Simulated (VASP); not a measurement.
# Sb (P-1) in VASP: notebook

Sb is run at these levels: PBE, r2SCAN, PBEsol-based screened hybrid, r2SCAN0; tasks: single point.

All numbers are computed with VASP 6.6.1; they aren't measurements. Logs are shortened: lines on timing, memory, paths and dates and some standing lists are left out, and cuts for length are marked.

### 1 The cell of the first run

The typed cell holds 1 atom: a = 3.459 Å, b = 3.554 Å, c = 3.342 Å, α = 58.62°, β = 55.56°, γ = 54.87°.

### 2 Single point, PBE

File INCAR:

```
  PREC = Accurate
  ENCUT = 520
  EDIFF = 1E-6
  ISMEAR = -1
  SIGMA = 0.05
  LREAL = F
  LASPH = T
  NELM = 60
  ALGO = Normal
  ISIF = 2
  LWAVE = F
  LCHARG = T
  GGA = PE
  LELF = T
  LVHAR = T
  NBANDS = 8
```

File KPOINTS:

```
Automatic mesh
0
Gamma
  10 10 10
```

File POSCAR:

```
Sb
1.0
    0.1733647600      2.3885337500      2.4958692300
    2.4173055400      0.0646925500      2.6045414300
    2.3204533900      2.4003538000      0.1615447000
Sb
1
Direct
    0.0000000000      0.0000000000      0.0000000000
```

Potentials or basis: VASP PAW PBE potentials, release 64 (Sb).

The run is started by

```
cat potpaw_PBE.64/Sb/POTCAR > POTCAR
mpirun -np 1 vasp_std > vasp.out
```

OUTCAR:

```text
PREC = Accurate
   ENCUT = 520
   EDIFF = 1E-6
   ISMEAR = -1
   LREAL = F
   LASPH = T
   NELM = 60
   ISIF = 2
   GGA = PE

 ion  position               nearest neighbor table
   1  0.000  0.000  0.000-

  Warning from LATTYP: Got some problem with cell dimensions!
  Tried to take original basis but could not verify dimensions!
  LATTYP: Found a triclinic cell.
 ALAT       =     3.4589755750
 B/A-ratio  =     0.9663262552
 C/A-ratio  =     0.9344475022
 COS(alpha) =     0.0327225582
 COS(beta)  =     0.4374087776
 COS(gamma) =     0.5655612418

  Lattice vectors:

 A1 = (   0.1733647600,   2.3885337500,   2.4958692300)
 A2 = (   2.3204533900,   2.4003538000,   0.1615447000)
 A3 = (  -2.2439407800,   2.3238412000,  -0.1086722000)

Analysis of symmetry for initial positions (statically):
=====================================================================
 Subroutine PRICEL returns:
 Original cell was already a primitive cell.

 Routine SETGRP: Setting up the symmetry group for a
 triclinic supercell.

 Subroutine GETGRP returns: Found  2 space group operations
 (whereof  2 operations were pure point group operations)
 out of a pool of  2 trial point group operations.

The static configuration has the point symmetry S_2 .

Analysis of symmetry for dynamics (positions and initial velocities):
=====================================================================
 Subroutine PRICEL returns:
 Original cell was already a primitive cell.

 Routine SETGRP: Setting up the symmetry group for a
 triclinic supercell.

 Subroutine GETGRP returns: Found  2 space group operations
 (whereof  2 operations were pure point group operations)
 out of a pool of  2 trial point group operations.

The dynamic configuration has the point symmetry S_2 .

 Subroutine INISYM returns: Found  2 space group operations
 (whereof  2 operations are pure point group operations),
 and found     1 'primitive' translations

----------------------------------------------------------------------------------------

                                     Primitive cell

  volume of cell :      26.5282

  direct lattice vectors                    reciprocal lattice vectors
     0.173364760  2.388533750  2.495869230    -0.235273108  0.213102125  0.213066631
     2.417305540  0.064692550  2.604541430     0.211288965 -0.217261020  0.193241382
[... 77 lines left out ...]
   ISPIN  =      1    spin polarized calculation?
   LNONCOLLINEAR =      F non collinear calculations
   LSORBIT =      F    spin-orbit coupling
   LASPH  =      T    aspherical Exc in radial PAW
   ENCUT  =  520.0 eV  38.22 Ry    6.18 a.u.   6.43  6.61  6.21*2*pi/ulx,y,z
   NELM   =     60;   NELMIN=  2; NELMDL= -5     # of ELM steps
   EDIFF  = 0.1E-05   stopping-criterion for ELM
   LREAL  =      F    real-space projection
   EDIFFG = 0.1E-04   stopping-criterion for IOM
   NSW    =      0    number of steps for IOM
   IBRION =     -1    ionic relax: 0-MD 1-quasi-New 2-CG
   NFREE  =      0    steps in history (QN), initial steepest desc. (CG)
   ISIF   =      2    stress and relaxation
   ISYM   =      2    0-nonsym 1-usesym 2-fastsym
   POTIM  = 0.5000    time-step for ionic-motion
   TEBEG  =    0.0;   TEEND  =   0.0 temperature during run
   PSTRESS=    0.0 pullay stress
   NELECT =       5.0000    total number of electrons
   NUPDOWN=      -1.0000    fix difference up-down
   EMIN   =  10.00;   EMAX   =-10.00  energy-range for DOS
   EFERMI =   0.00;   METHOD = LEGACY
   ISMEAR =    -1;   SIGMA  =   0.05  broadening in eV -4-tet -1-fermi 0-gaus
   EFERMI_NEDOS =   21; number of points for ismear=-14 and -15
   IALGO  =     38    algorithm
   IMIX   =      4    mixing-type and parameters
     AMIX     =   0.40;   BMIX     =  1.00
     AMIX_MAG =   1.60;   BMIX_MAG =  1.00
  volume/ion in A,a.u.               =      26.53       179.02
  Fermi-wavevector in a.u.,A,eV,Ry     =   0.938633  1.773758 11.987156  0.881031
  Thomas-Fermi vector in A             =   2.065864
   LORBIT       =      0    0 simple, 1 ext, 2 COOP (PROOUT), +10 PAW based schemes
   GGA     = PE    functional components
   LHFCALC =     F    Hartree Fock is set to
   AEXX    =    0.0000 exact exchange contribution
   IVDW    =     0    specifies the selected vdW correction
   LEPSILON=     F    determine dielectric tensor
   LRPA    =     F    only Hartree local field effects (RPA)
 non-spin polarized calculation
  energy-cutoff  :      520.00
  volume of cell :       26.53
 maximum number of plane-waves:       728
 NGX is ok and might be reduce to    28
   NGX = 13   NGY = 13   NGZ = 13

 number of electron       5.0000000 magnetization

 Free energy of the ion-electron system (eV)
  ---------------------------------------------------
  ext. energy  EPLUGINS =         0.00000000
  ---------------------------------------------------
  free energy    TOTEN  =        -3.81838041 eV

  energy without entropy =       -3.81279596  energy(sigma->0) =       -3.81558818

 E-fermi :   8.7177     XC(G=0): -10.2893

 val. band max:        8.7168829724   @ k =  -0.4000   0.2000   0.4000
 cond. band min:       8.7191068115   @ k =  -0.3000  -0.4000   0.1000
 fundamental gap:      0.0022238391
 Fermi energy:         8.7177455007

 k-point     1 :       0.0000    0.0000    0.0000
  band No.  band energies     occupation
      1      -4.3600      2.00000
      2      12.7978      0.00000
      3      14.0523      0.00000
      4      15.3052      0.00000
      5      17.2144      0.00000
      6      18.4405      0.00000
      7      19.5270      0.00000
      8      20.0822      0.00000
[... 243 lines left out ...]
 k-point    24 :      -0.3000    0.2000    0.0000
  band No.  band energies     occupation
      1      -0.7595      2.00000
      2       5.4948      2.00000
      3       7.4435      2.00000
      4      12.3717      0.00000
      5      16.3354      0.00000
      6      18.7307      0.00000
      7      19.9697      0.00000
      8      20.7660      0.00000

 [... further k-points ...]
[... 5 lines left out ...]
  --------------------------------------------------------------------------------------
  -------------------------------------------------------------------------------------
  Total        0.3075187      0.3420139      0.6307922     -0.1373804     -0.0815041     -0.1131062
  in kB       18.5726732     20.6560203     38.0968677     -8.2971266     -4.9224594     -6.8310772
  external PRESSURE =      25.7751871 kB  Pullay stress =       0.0000000 kB

 VOLUME and BASIS-vectors are now :
 -----------------------------------------------------------------------------
  energy-cutoff  :      520.00
  volume of cell :       26.53
      direct lattice vectors                 reciprocal lattice vectors
     0.173364760  2.388533750  2.495869230    -0.235273108  0.213102125  0.213066631
     2.417305540  0.064692550  2.604541430     0.211288965 -0.217261020  0.193241382
     2.320453390  2.400353800  0.161544700     0.228420051  0.210407962 -0.217225526

 POSITION                                       TOTAL-FORCE (eV/Angst)
 -----------------------------------------------------------------------------------
      0.00000      0.00000      0.00000         0.000000      0.000000     -0.000000
 -----------------------------------------------------------------------------------
    total drift:                                0.000000      0.000000      0.000000

  FREE ENERGIE OF THE ION-ELECTRON SYSTEM (eV)
  ---------------------------------------------------
  free  energy   TOTEN  =        -3.8183804101 eV

  energy  without entropy=       -3.8127959589  energy(sigma->0) =       -3.81558818
```

It took 36 s on 1 thread of Intel Xeon 6975P-C (Granite Rapids), shared host; peak memory 0.24 GiB.

What came out:

```
Free energy : -3.8184 eV
Pressure    : 2.6 GPa
```

Levels at points of the mesh, in eV from the Fermi level:
```
           k point  band 1  band 2  band 3  band 4  band 5  band 6  band 7
(0.00, 0.00, 0.00)  -13.08    4.08    5.33    6.59    8.50    9.72   10.81
(0.50, 0.00, 0.00)   -8.57   -5.82    2.46    3.63    7.06    8.51    9.45
(0.00, 0.50, 0.00)   -9.48   -5.99    3.52    4.51    8.17    8.81   10.28
(0.50, 0.50, 0.00)   -8.02   -5.35    0.59    1.37    4.56    5.28   17.39
(0.00, 0.00, 0.50)   -8.72   -5.84    2.26    3.98    6.71    8.80    9.77
(0.50, 0.00, 0.50)   -7.62   -5.00   -0.89    1.87    3.32    5.73   17.38
(0.00, 0.50, 0.50)   -6.97   -4.73   -0.27    0.22    3.70    4.36   16.47
(0.50, 0.50, 0.50)  -10.00   -6.02    4.12    5.07    8.98    9.08   10.51
```

Caveat: spin-orbit coupling is left out, which moves the levels of the heavy elements.

### 3 Single point, r2SCAN

POSCAR is that of step 2.

File INCAR.step1:

```
SYSTEM = Sb
PREC = Accurate
ENCUT = 520
ISMEAR = -1
SIGMA = 0.05
LREAL = .FALSE.
LASPH = .TRUE.
NELM = 100
NBANDS = 8
GGA = PE
ALGO = Normal
EDIFF = 1E-4
LWAVE = .TRUE.
LCHARG = .FALSE.
```

File INCAR.step2:

```
SYSTEM = Sb
PREC = Accurate
ENCUT = 520
EDIFF = 1E-6
ISMEAR = -1
SIGMA = 0.05
LREAL = .FALSE.
LASPH = .TRUE.
NELM = 100
ALGO = Normal
ISIF = 2
LWAVE = .FALSE.
LCHARG = .TRUE.
METAGGA = R2SCAN
LMIXTAU = .TRUE.
LELF = .TRUE.
LVHAR = .TRUE.
NBANDS = 8
ISTART = 1
```

File KPOINTS:

```
regular mesh
0
G
  6 6 6
  0 0 0
```

Potentials or basis: VASP PAW PBE potentials, release 64 (Sb).

The run is started by

```
cat potpaw_PBE.64/Sb/POTCAR > POTCAR
cp INCAR.step1 INCAR
mpirun -np 1 vasp_std > vasp.out
cp INCAR.step2 INCAR
mpirun -np 1 vasp_std > vasp.out
```

Run time: 63 s. Hardware: 1 thread of Intel Xeon Platinum 8559C (Emerald Rapids), shared host; peak memory 0.17 GiB.

The run converged. Its results:

```
Free energy : -25.2756 eV
Pressure    : 2.1 GPa
```

Stress tensor (GPa, compression positive):
```
 4.52 -0.62 -1.14
-0.62 -1.83 -0.39
-1.14 -0.39  3.66
```

Levels at points of the mesh, in eV from the Fermi level:
| k point | band 1 | band 2 | band 3 | band 4 | band 5 | band 6 | band 7 |
| --- | --- | --- | --- | --- | --- | --- | --- |
| (0.00, 0.00, 0.00) | -13.71 | 4.31 | 5.68 | 7.01 | 8.94 | 10.29 | 11.62 |
| (0.50, 0.00, 0.00) | -8.87 | -6.14 | 2.57 | 3.84 | 7.58 | 8.99 | 9.96 |
| (0.00, 0.50, 0.00) | -9.87 | -6.31 | 3.71 | 4.80 | 8.70 | 9.33 | 11.14 |
| (0.50, 0.50, 0.00) | -8.27 | -5.68 | 0.61 | 1.45 | 4.98 | 5.69 | 18.21 |
| (0.00, 0.00, 0.50) | -9.04 | -6.17 | 2.36 | 4.21 | 7.19 | 9.32 | 10.46 |
| (0.50, 0.00, 0.50) | -7.82 | -5.33 | -1.01 | 1.98 | 3.75 | 6.13 | 18.22 |
| (0.00, 0.50, 0.50) | -7.13 | -5.05 | -0.31 | 0.23 | 4.16 | 4.64 | 17.26 |
| (0.50, 0.50, 0.50) | -10.43 | -6.33 | 4.36 | 5.39 | 9.55 | 9.61 | 11.36 |

Caveat: the k points lie up to 0.40 Å⁻¹ apart; the PAW data sets were made with another functional, which shifts forces and pressure a little; spin-orbit coupling is left out, which moves the levels of the heavy elements.

[end of part 1 of 2]
